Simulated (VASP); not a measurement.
# Zn12Cu (a cell with a defect) in VASP: single point with PBE

Aim: the single point of Zn12Cu (a cell with a defect) with PBE.

All numbers are computed with VASP 6.6.1; they aren't measurements. Logs are shortened: lines on timing, memory, paths and dates and some standing lists are left out, and cuts for length are marked.

## 1. The cell of the first run

The cell holds a defect, 13 atoms: a = 5.320 Å, b = 7.980 Å, c = 4.937 Å, α = 90.00°, β = 90.00°, γ = 120.00°.

## 2. Single point, PBE

File INCAR:

```
ALGO     = Normal         # electronic algorithm
EDIFF    = 1E-6           # SCF threshold, eV
ENCUT    = 520            # plane-wave cutoff, eV
GGA      = PE             # functional
ISIF     = 2              # what is computed and relaxed
ISMEAR   = -1             # smearing method
LASPH    = True           # aspherical terms in the spheres
LCHARG   = False          # write CHGCAR
LREAL    = False          # projectors in reciprocal space
LWAVE    = False          # write WAVECAR
NBANDS   = 90             # bands
NELM     = 100            # most SCF steps
PREC     = Accurate       # precision mode
SIGMA    = 0.15           # smearing width, eV
```

File KPOINTS:

```
k-points
0
Gamma
  2 2 2
```

File POSCAR:

```
Zn12Cu
1.0
    5.3200000000      0.0000000000      0.0000000000
   -3.9900000000      6.9108830000      0.0000000000
    0.0000000000      0.0000000000      4.9369600000
Zn Cu
12 1
Direct
    0.0859597777      0.0553330112      0.1044537839
    0.2595432729      0.2530540405      0.6119188812
   -0.1356119342      0.2919950005     -0.1206849645
    0.1520190665      0.4958919109      0.3090097534
    0.0058377382      0.7061628476      0.0088182183
    0.1961478475      0.8856403881      0.5357127671
    0.5208392421     -0.0555953642      0.0650752593
    0.6470199269      0.2069786955      0.3791876030
    0.5012204172      0.4032926412      0.0747410894
    0.7774392688      0.5308244824      0.5822022168
    0.3935970904      0.6318864964     -0.2111639248
    0.7600822818      0.9750770486      0.6183929008
    0.6605287042      0.7305840012      0.2929873160
```

Potentials or basis: VASP PAW PBE potentials, release 64 (Zn, Cu).

Started as:

```sh
$ cat potpaw_PBE.64/Zn/POTCAR potpaw_PBE.64/Cu/POTCAR > POTCAR
$ mpirun -np 1 vasp_std > vasp.out
```

OUTCAR:

```text
EDIFF = 1E-6
   ENCUT = 520
   GGA = PE
   ISIF = 2
   ISMEAR = -1
   LASPH = True
   LREAL = False
   NELM = 100
   PREC = Accurate

 ion  position               nearest neighbor table
   1  0.086  0.055  0.104-   9 2.55  13 2.62   5 2.64   7 2.68   6 2.74   2 2.79  12 2.84   2 2.86
                             7 2.87   3 2.90   8 2.93  12 2.96
   2  0.260  0.253  0.612-  12 2.47  10 2.53   8 2.54   9 2.60   3 2.63   4 2.73   1 2.79   6 2.80
                             1 2.86  11 2.87   9 2.93
   3  0.864  0.292  0.879-   7 2.61  10 2.62   2 2.63  12 2.64   4 2.65   8 2.67   8 2.67   9 2.68
                            11 2.80   1 2.90
   4  0.152  0.496  0.309-  13 2.40  10 2.53   8 2.54   9 2.59   5 2.63   3 2.65  11 2.65   2 2.73
                            11 2.83
   5  0.006  0.706  0.009-  13 2.40   7 2.45  10 2.48   9 2.58   4 2.63   1 2.64  11 2.65   6 2.66
                             6 2.90
   6  0.196  0.886  0.536-  10 2.59   8 2.60   5 2.66   1 2.74  12 2.75  13 2.75  12 2.78   7 2.79
                             2 2.80   5 2.90  11 2.98   7 3.04
   7  0.521  0.944  0.065-   8 2.42   5 2.45  13 2.45  12 2.50   3 2.61  11 2.62   1 2.68   6 2.79
                             1 2.87  12 2.97   6 3.04
   8  0.647  0.207  0.379-   7 2.42  12 2.51  10 2.52   4 2.54   2 2.54   9 2.56   6 2.60   3 2.67
                             3 2.67   1 2.93
   9  0.501  0.403  0.075-   1 2.55  13 2.55   8 2.56   5 2.58  11 2.59   4 2.59   2 2.60   3 2.68
                            10 2.76  10 2.82   2 2.93
  10  0.777  0.531  0.582-  13 2.44   5 2.48   8 2.52   2 2.53   4 2.53   6 2.59   3 2.62  11 2.74
                             9 2.76   9 2.82
  11  0.394  0.632  0.789-  12 2.58   9 2.59   7 2.62   5 2.65   4 2.65  10 2.74  13 2.74  13 2.78
                             3 2.80   4 2.83   2 2.87   6 2.98
  12  0.760  0.975  0.618-  13 2.37   2 2.47   7 2.50   8 2.51  11 2.58   3 2.64   6 2.75   6 2.78
                             1 2.84   1 2.96   7 2.97
  13  0.661  0.731  0.293-  12 2.37   5 2.40   4 2.40  10 2.44   7 2.45   9 2.55   1 2.62  11 2.74
                             6 2.75  11 2.78

  LATTYP: Found a simple monoclinic cell.
 ALAT       =     5.3200000000
 B/A-ratio  =     0.9280000000
 C/A-ratio  =     1.3228757068
 COS(beta)  =    -0.1889822292

  Lattice vectors:

 A1 = (   5.3200000000,   0.0000000000,   0.0000000000)
 A2 = (   0.0000000000,   0.0000000000,   4.9369600000)
 A3 = (  -1.3300000000,  -6.9108830000,   0.0000000000)

Analysis of symmetry for initial positions (statically):
=====================================================================
 Subroutine PRICEL returns:
 Original cell was already a primitive cell.

 Routine SETGRP: Setting up the symmetry group for a
[... 142 lines left out ...]
   IALGO  =     38    algorithm
   IMIX   =      4    mixing-type and parameters
     AMIX     =   0.40;   BMIX     =  1.00
     AMIX_MAG =   1.60;   BMIX_MAG =  1.00
  volume/ion in A,a.u.               =      13.96        94.22
  Fermi-wavevector in a.u.,A,eV,Ry     =   1.553163  2.935053 32.821557  2.412316
  Thomas-Fermi vector in A             =   2.657434
   LORBIT       =      0    0 simple, 1 ext, 2 COOP (PROOUT), +10 PAW based schemes
   GGA     = PE    functional components
   LHFCALC =     F    Hartree Fock is set to
   AEXX    =    0.0000 exact exchange contribution
   IVDW    =     0    specifies the selected vdW correction
   LEPSILON=     F    determine dielectric tensor
   LRPA    =     F    only Hartree local field effects (RPA)
 non-spin polarized calculation
  energy-cutoff  :      520.00
  volume of cell :      181.51
 maximum number of plane-waves:      4912
 NGX is ok and might be reduce to    40
   NGX = 19   NGY = 29   NGZ = 19

 number of electron     155.0000009 magnetization

 Free energy of the ion-electron system (eV)
  ---------------------------------------------------
  ext. energy  EPLUGINS =         0.00000000
  ---------------------------------------------------
  free energy    TOTEN  =       -16.78345055 eV

  energy without entropy =      -16.56748760  energy(sigma->0) =      -16.67546907

 E-fermi :   3.7074     XC(G=0): -11.9674

 val. band max:        3.6252286432   @ k =   0.5000   0.0000   0.0000
 cond. band min:       3.7100062623   @ k =   0.5000   0.5000   0.0000
 fundamental gap:      0.0847776191
 Fermi energy:         3.7073581004

 k-point     1 :       0.0000    0.0000    0.0000
  band No.  band energies     occupation
      1      -7.0471      2.00000
      2      -4.7859      2.00000
      3      -4.7676      2.00000
      4      -4.7613      2.00000
      5      -4.6982      2.00000
      6      -4.6595      2.00000
[... 725 lines left out ...]
     88       9.2186      0.00000
     89       9.4265      0.00000
 [bands above 89 left out]

------------------------ aborting loop because EDIFF is reached ----------------------------------------

  FORCE on cell =-STRESS in cart. coord.  units (eV):
  Direction    XX          YY          ZZ          XY          YZ          ZX
  --------------------------------------------------------------------------------------
  -------------------------------------------------------------------------------------
  Total        8.7262804     10.9586119     11.8578790     -1.2553704      0.3879784      0.7284537
  in kB       77.0255776     96.7300359    104.6677324    -11.0809676      3.4246279      6.4299520
  external PRESSURE =      92.8077820 kB  Pullay stress =       0.0000000 kB

 VOLUME and BASIS-vectors are now :
 -----------------------------------------------------------------------------
  energy-cutoff  :      520.00
  volume of cell :      181.51
      direct lattice vectors                 reciprocal lattice vectors
     5.320000000  0.000000000  0.000000000     0.187969925  0.108524482  0.000000000
    -3.990000000  6.910883000  0.000000000     0.000000000  0.144699310  0.000000000
     0.000000000  0.000000000  4.936960000     0.000000000  0.000000000  0.202553798

 POSITION                                       TOTAL-FORCE (eV/Angst)
 -----------------------------------------------------------------------------------
      0.23653      0.38240      0.51568        -0.051591     -0.058201      0.023566
      0.37108      1.74883      3.02102        -0.002433      0.037173     -0.025521
      3.43348      2.01794      4.34114         0.049390      0.014816     -0.016653
     -1.16987      3.42705      1.52557        -0.026830     -0.015226     -0.044388
     -2.78653      4.88021      0.04354        -0.043056      0.020293     -0.033881
     -2.49020      6.12056      2.64479         0.060930     -0.038640      0.001625
     -0.99731      6.52667      0.32127         0.000530     -0.003172     -0.000935
      2.61630      1.43041      1.87203         0.006068      0.029698      0.023289
      1.05735      2.78711      0.36899         0.023006      0.021302      0.013789
      2.01799      3.66847      2.87431        -0.044948      0.012481      0.024433
     -0.42729      4.36689      3.89445         0.044392      0.023030     -0.036106
      0.15308      6.73864      3.05298        -0.019607     -0.048332      0.061448
      0.59898      5.04898      1.44647         0.004148      0.004778      0.009333
 -----------------------------------------------------------------------------------
    total drift:                               -0.000279      0.001041      0.000333

  FREE ENERGIE OF THE ION-ELECTRON SYSTEM (eV)
  ---------------------------------------------------
  free  energy   TOTEN  =       -16.7834505496 eV

  energy  without entropy=      -16.5674875981  energy(sigma->0) =      -16.67546907
```

OSZICAR:

```text
N       E                     dE             d eps       ncg     rms          rms(c)
DAV:   1     0.137222103034E+04    0.13722E+04   -0.69890E+04  1440   0.281E+03
DAV:   2     0.164393747280E+03   -0.12078E+04   -0.11772E+04  1440   0.616E+02
DAV:   3    -0.119969924765E+02   -0.17639E+03   -0.17138E+03  1458   0.211E+02
DAV:   4    -0.192203360007E+02   -0.72233E+01   -0.71048E+01  1598   0.493E+01
DAV:   5    -0.193336528871E+02   -0.11332E+00   -0.11287E+00  1560   0.626E+00    0.157E+01
DAV:   6    -0.184973064942E+02    0.83635E+00   -0.33994E+01  1808   0.667E+01    0.104E+01
DAV:   7    -0.167317207274E+02    0.17656E+01   -0.78367E+00  1616   0.941E+01    0.666E+00
DAV:   8    -0.168542206320E+02   -0.12250E+00   -0.20387E+00  1720   0.108E+01    0.311E+00
DAV:   9    -0.167888169522E+02    0.65404E-01   -0.57784E-01  1600   0.142E+01    0.788E-01
DAV:  10    -0.167828231319E+02    0.59938E-02   -0.70177E-02  1720   0.496E+00    0.203E-01
DAV:  11    -0.167833237741E+02   -0.50064E-03   -0.12875E-02  2256   0.142E+00    0.106E-01
DAV:  12    -0.167834739031E+02   -0.15013E-03   -0.43595E-03  1654   0.932E-01    0.733E-02
DAV:  13    -0.167834725063E+02    0.13968E-05   -0.34815E-04  1548   0.255E-01    0.453E-02
DAV:  14    -0.167834526582E+02    0.19848E-04   -0.22572E-04  2006   0.233E-01    0.170E-02
DAV:  15    -0.167834505382E+02    0.21200E-05   -0.53397E-05  1736   0.929E-02    0.935E-03
DAV:  16    -0.167834505496E+02   -0.11412E-07   -0.48099E-06  1394   0.360E-02
   1 F= -.16783451E+02 E0= -.16675469E+02  d E =-.215963E+00
```

Run time: 3.1 min. Hardware: 1 thread of AMD EPYC 7R43 (Zen 3), shared host; peak memory 0.3 GiB.

What came out:

```yaml
Free_energy: -16.7835 eV
Pressure: 9.3 GPa
Largest_force: 0.081 eV/Å
```

Forces in eV/Å, atoms in the order of the input:
```
Zn  -0.052 -0.058  0.024
Zn  -0.002  0.037 -0.026
Zn   0.049  0.015 -0.017
Zn  -0.027 -0.015 -0.044
Zn  -0.043  0.020 -0.034
Zn   0.061 -0.039  0.002
Zn   0.001 -0.003 -0.001
Zn   0.006  0.030  0.023
Zn   0.023  0.021  0.014
Zn  -0.045  0.012  0.024
Zn   0.044  0.023 -0.036
Zn  -0.020 -0.048  0.061
Cu   0.004  0.005  0.009
```

Caveat: the k points lie up to 0.68 Å⁻¹ apart.
